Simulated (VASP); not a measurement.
# V (P6/mmm) in VASP: notebook

The runs below take V through single point, with PBEsol.

Program: VASP 6.6.1. These are calculated values, not measurements. Logs are shortened: lines on timing, memory, paths and dates and some standing lists are left out, and cuts for length are marked.

### 1 The cell of the first run

It takes space group P6/mmm (No. 191, hexagonal). Conventional cell: a = 4.402 Å, b = 4.402 Å, c = 2.352 Å, α = 90.00°, β = 90.00°, γ = 120.00°. Within 3.1 Å of V (site symmetry 6/mmm) lie 14 V at 2.35 to 2.80 Å. V (site symmetry -6m2) has 11 V at 2.35 to 2.80 Å within 3.1 Å.

This isn't the form of V at room conditions, which is bcc.

### 2 Single point, PBEsol (13.16 Å³/atom)

INCAR

```
PREC = Accurate
ENCUT = 520
EDIFF = 1E-7
ISMEAR = -1
SIGMA = 0.1
LREAL = F
LASPH = T
NELM = 80
ALGO = Normal
ISIF = 2
LWAVE = F
LCHARG = F
GGA = PS
NBANDS = 26
```

KPOINTS

```
regular mesh
0
Gamma
  9 9 15
```

POSCAR

```
V
1.0
    4.4017046574      0.0000000000      0.0000000000
   -2.2008523287      3.8119880532      0.0000000000
    0.0000000000      0.0000000000      2.3520837564
V
3
Direct
    0.0000000000      0.0000000000      0.0000000000
    0.3333333333      0.6666666667      0.5000000000
    0.6666666667      0.3333333333      0.5000000000
```

Potentials or basis: VASP PAW PBE potentials, release 64 (V_sv).

The run is started by

```bash
cat potpaw_PBE.64/V_sv/POTCAR > POTCAR
mpirun -np 1 vasp_std > vasp.out
```

OUTCAR:

```text
PREC = Accurate
   ENCUT = 520
   EDIFF = 1E-7
   ISMEAR = -1
   LREAL = F
   LASPH = T
   NELM = 80
   ISIF = 2
   GGA = PS

 ion  position               nearest neighbor table
   1  0.000  0.000  0.000-   2 2.80   3 2.80   2 2.80   3 2.80   2 2.80   2 2.80   3 2.80   3 2.80
                             3 2.80   3 2.80   2 2.80   2 2.80
   2  0.333  0.667  0.500-   3 2.54   3 2.54   3 2.54   1 2.80   1 2.80   1 2.80   1 2.80   1 2.80
                             1 2.80
   3  0.667  0.333  0.500-   2 2.54   2 2.54   2 2.54   1 2.80   1 2.80   1 2.80   1 2.80   1 2.80
                             1 2.80

  LATTYP: Found a hexagonal cell.
 ALAT       =     4.4017046574
 C/A-ratio  =     0.5343574682

  Lattice vectors:

 A1 = (   4.4017046574,   0.0000000000,   0.0000000000)
 A2 = (  -2.2008523287,   3.8119880532,   0.0000000000)
 A3 = (   0.0000000000,   0.0000000000,   2.3520837564)

Analysis of symmetry for initial positions (statically):
=====================================================================
 Subroutine PRICEL returns:
 Original cell was already a primitive cell.

 Routine SETGRP: Setting up the symmetry group for a
 hexagonal supercell.

 Subroutine GETGRP returns: Found 24 space group operations
 (whereof 24 operations were pure point group operations)
 out of a pool of 24 trial point group operations.

The static configuration has the point symmetry D_6h.

Analysis of symmetry for dynamics (positions and initial velocities):
=====================================================================
 Subroutine PRICEL returns:
 Original cell was already a primitive cell.

 Routine SETGRP: Setting up the symmetry group for a
 hexagonal supercell.

 Subroutine GETGRP returns: Found 24 space group operations
 (whereof 24 operations were pure point group operations)
 out of a pool of 24 trial point group operations.

The dynamic configuration has the point symmetry D_6h.

 Subroutine INISYM returns: Found 24 space group operations
 (whereof 24 operations are pure point group operations),
 and found     1 'primitive' translations

----------------------------------------------------------------------------------------

                                     Primitive cell

  volume of cell :      39.4662

[... 80 lines left out ...]
 SYSTEM =  unknown system
   PREC   = accura    normal or accurate (medium, high low for compatibility)
   ISTART =      0    job   : 0-new  1-cont  2-samecut
   ICHARG =      2    charge: 1-file 2-atom 10-const
   ISPIN  =      1    spin polarized calculation?
   LNONCOLLINEAR =      F non collinear calculations
   LSORBIT =      F    spin-orbit coupling
   LASPH  =      T    aspherical Exc in radial PAW
   ENCUT  =  520.0 eV  38.22 Ry    6.18 a.u.   8.18  8.18  4.37*2*pi/ulx,y,z
   NELM   =     80;   NELMIN=  2; NELMDL= -5     # of ELM steps
   EDIFF  = 0.1E-06   stopping-criterion for ELM
   LREAL  =      F    real-space projection
   EDIFFG = 0.1E-05   stopping-criterion for IOM
   NSW    =      0    number of steps for IOM
   IBRION =     -1    ionic relax: 0-MD 1-quasi-New 2-CG
   NFREE  =      0    steps in history (QN), initial steepest desc. (CG)
   ISIF   =      2    stress and relaxation
   ISYM   =      2    0-nonsym 1-usesym 2-fastsym
   POTIM  = 0.5000    time-step for ionic-motion
   TEBEG  =    0.0;   TEEND  =   0.0 temperature during run
   PSTRESS=    0.0 pullay stress
   NELECT =      39.0000    total number of electrons
   NUPDOWN=      -1.0000    fix difference up-down
   EMIN   =  10.00;   EMAX   =-10.00  energy-range for DOS
   EFERMI =   0.00;   METHOD = LEGACY
   ISMEAR =    -1;   SIGMA  =   0.10  broadening in eV -4-tet -1-fermi 0-gaus
   EFERMI_NEDOS =   21; number of points for ismear=-14 and -15
   IALGO  =     38    algorithm
   IMIX   =      4    mixing-type and parameters
     AMIX     =   0.40;   BMIX     =  1.00
     AMIX_MAG =   1.60;   BMIX_MAG =  1.00
  volume/ion in A,a.u.               =      13.16        88.78
  Fermi-wavevector in a.u.,A,eV,Ry     =   1.630627  3.081438 36.177135  2.658944
  Thomas-Fermi vector in A             =   2.722897
   LORBIT       =      0    0 simple, 1 ext, 2 COOP (PROOUT), +10 PAW based schemes
   GGA     = PS    functional components
   LHFCALC =     F    Hartree Fock is set to
   AEXX    =    0.0000 exact exchange contribution
   IVDW    =     0    specifies the selected vdW correction
   LEPSILON=     F    determine dielectric tensor
   LRPA    =     F    only Hartree local field effects (RPA)
 non-spin polarized calculation
  energy-cutoff  :      520.00
  volume of cell :       39.47
 maximum number of plane-waves:      1076
 NGX is ok and might be reduce to    36
   NGX = 17   NGY = 17   NGZ =  9

 number of electron      39.0000008 magnetization

 Free energy of the ion-electron system (eV)
  ---------------------------------------------------
  ext. energy  EPLUGINS =         0.00000000
  ---------------------------------------------------
  free energy    TOTEN  =       -28.55244228 eV

  energy without entropy =      -28.43643289  energy(sigma->0) =      -28.49443758

 E-fermi :  10.0616     XC(G=0): -13.1686

 val. band max:       10.0546734522   @ k =   0.2222   0.2222   0.2000
 cond. band min:      10.0806698587   @ k =   0.3333   0.2222   0.4667
 fundamental gap:      0.0259964064
 Fermi energy:        10.0615765184

 k-point     1 :       0.0000    0.0000    0.0000
  band No.  band energies     occupation
      1     -53.6307      2.00000
      2     -53.4644      2.00000
      3     -53.4110      2.00000
      4     -27.7259      2.00000
      5     -27.7259      2.00000
      6     -27.6037      2.00000
[... 685 lines left out ...]
     25      12.5865      0.00000
     26      12.5865      0.00000

 [... further k-points ...]
[... 5 lines left out ...]
  --------------------------------------------------------------------------------------
  -------------------------------------------------------------------------------------
  Total       -0.0071064     -0.0071064      0.1118139      0.0000000     -0.0000000      0.0000000
  in kB       -0.2884928     -0.2884928      4.5392205      0.0000000     -0.0000000      0.0000000
  external PRESSURE =       1.3207450 kB  Pullay stress =       0.0000000 kB

 VOLUME and BASIS-vectors are now :
 -----------------------------------------------------------------------------
  energy-cutoff  :      520.00
  volume of cell :       39.47
      direct lattice vectors                 reciprocal lattice vectors
     4.401704657  0.000000000  0.000000000     0.227184711  0.131165154  0.000000000
    -2.200852329  3.811988053  0.000000000     0.000000000  0.262330308  0.000000000
     0.000000000  0.000000000  2.352083756     0.000000000  0.000000000  0.425154928

 POSITION                                       TOTAL-FORCE (eV/Angst)
 -----------------------------------------------------------------------------------
      0.00000      0.00000      0.00000        -0.000000      0.000000      0.000000
     -0.00000      2.54133      1.17604        -0.000000      0.000000     -0.000000
      2.20085      1.27066      1.17604         0.000000      0.000000      0.000000
 -----------------------------------------------------------------------------------
    total drift:                                0.000000      0.000000     -0.000000

  FREE ENERGIE OF THE ION-ELECTRON SYSTEM (eV)
  ---------------------------------------------------
  free  energy   TOTEN  =       -28.5524422809 eV

  energy  without entropy=      -28.4364328876  energy(sigma->0) =      -28.49443758
```

Wall time 2.3 min (1 thread of Intel Xeon 8259CL, shared host); peak memory 0.21 GiB.

What came out:

```
Free energy            : -28.5524 eV
Pressure               : 0.1 GPa
Band gap on the k mesh : zero (an odd number of electrons rules out a gap without spin polarisation)
```

Caveat: the PAW data sets were made with another functional, which shifts forces and pressure a little.

### 3 Single point, PBEsol (13.68 Å³/atom)

This run uses another cell than the first one, of 13.68 Å³/atom.

INCAR

```
SYSTEM = V
  PREC = Accurate
  ENCUT = 520
  EDIFF = 1E-6
  ISMEAR = -1
  SIGMA = 0.1
  LREAL = .FALSE.
  LASPH = .TRUE.
  NELM = 80
  ALGO = Normal
  ISIF = 2
  LWAVE = .FALSE.
  LCHARG = .FALSE.
  GGA = PS
  NBANDS = 26
```

KPOINTS

```
regular mesh
0
G
  9 9 15
  0 0 0
```

POSCAR

```
V
1.0
    4.4596284665      0.0000000000      0.0000000000
   -2.2298142332      3.8621515434      0.0000000000
    0.0000000000      0.0000000000      2.3830357763
V
3
Direct
    0.0000000000      0.0000000000      0.0000000000
    0.3333333333      0.6666666667      0.5000000000
    0.6666666667      0.3333333333      0.5000000000
```

Potentials or basis: VASP PAW PBE potentials, release 64 (V_sv).

The run is started by

```bash
cat potpaw_PBE.64/V_sv/POTCAR > POTCAR
mpirun -np 1 vasp_std > vasp.out
```

Run time: 2.2 min. Hardware: 1 thread of Intel Xeon 8259CL, shared host; peak memory 0.21 GiB.

It converged, with:

| Property | Result |
| --- | --- |
| Free energy | -28.5191 eV |
| Pressure | -6.8 GPa |
| Band gap on the k mesh | zero (an odd number of electrons rules out a gap without spin polarisation) |

Stress tensor (GPa, compression positive):
```
-6.84  0.00  0.00
 0.00 -6.84  0.00
 0.00  0.00 -6.68
```

Levels at points of the mesh, in eV from the Fermi level:
```
           k point  band 16  band 17  band 18  band 19  band 20  band 21  band 22  band 23  band 24  band 25
(0.00, 0.00, 0.00)    -1.40    -1.37    -1.36    -1.36    -0.86     0.49     0.49     2.34     2.34     2.35
```

Caveat: the cell stands under tension; the PAW data sets were made with another functional, which shifts forces and pressure a little.

### 4 Single point, PBEsol (14.21 Å³/atom)

This run uses another cell than the first one, of 14.21 Å³/atom.

INCAR

```
ALGO = Normal
EDIFF = 1E-6
ENCUT = 520
GGA = PS
ISIF = 2
ISMEAR = -1
LASPH = True
LCHARG = True
LELF = True
LREAL = False
LVHAR = True
LWAVE = False
NBANDS = 26
NELM = 80
PREC = Accurate
SIGMA = 0.1
```

KPOINTS

```
k-points
0
Gamma
  9 9 15
```

POSCAR

```
V
1.0
    4.5160854531      0.0000000000      0.0000000000
   -2.2580427265      3.9110447280      0.0000000000
    0.0000000000      0.0000000000      2.4132039888
V
3
Direct
    0.0000000000      0.0000000000      0.0000000000
    0.3333333333      0.6666666667      0.5000000000
    0.6666666667      0.3333333333      0.5000000000
```

The run is started by

```bash
cat potpaw_PBE.64/V_sv/POTCAR > POTCAR
mpirun -np 1 vasp_std > vasp.out
```

Run time: 2.2 min. Hardware: 1 thread of Intel Xeon 8259CL, shared host; peak memory 0.21 GiB.

It converged, with:

| Item | Value |
| --- | --- |
| Free energy | -28.4238 eV |
| Pressure | -12.5 GPa |
| Band gap on the k mesh | zero (an odd number of electrons rules out a gap without spin polarisation) |

Stress tensor (GPa, compression positive):
```
-12.43   0.00   0.00
  0.00 -12.43   0.00
  0.00   0.00 -12.54
```

Levels at points of the mesh, in eV from the Fermi level:
| k point | band 17 | band 18 | band 19 | band 20 | band 21 | band 22 | band 23 | band 24 |
| --- | --- | --- | --- | --- | --- | --- | --- | --- |
| (0.00, 0.00, 0.00) | -1.35 | -1.32 | -1.32 | -0.82 | 0.48 | 0.48 | 2.23 | 2.23 |

Caveat: the cell stands under tension; the PAW data sets were made with another functional, which shifts forces and pressure a little.

### 5 Overview

| cell | gap on the mesh (eV) | pressure (GPa) |
| --- | --- | --- |
| a = 4.402, b = 4.402, c = 2.352 Å, angles 90.0, 90.0, 120.0°, 3 atoms | none | 0.1 |
| a = 4.460, b = 4.460, c = 2.383 Å, angles 90.0, 90.0, 120.0°, 3 atoms | none | -6.8 |
| a = 4.516, b = 4.516, c = 2.413 Å, angles 90.0, 90.0, 120.0°, 3 atoms | none | -12.5 |

Alike in all rows: task single point; level PBEsol; potentials or basis VASP PAW PBE potentials, release 64 (V_sv); no spin polarisation; k mesh 9 × 9 × 15; cutoff (eV) 520; smearing fermi-dirac 0.1 eV.

Caveats: the PAW data sets were made with another functional, which shifts forces and pressure a little; the cell stands under tension (at least some runs).

Total energies depend on the potentials used, so only differences within one code and one set of settings carry meaning.
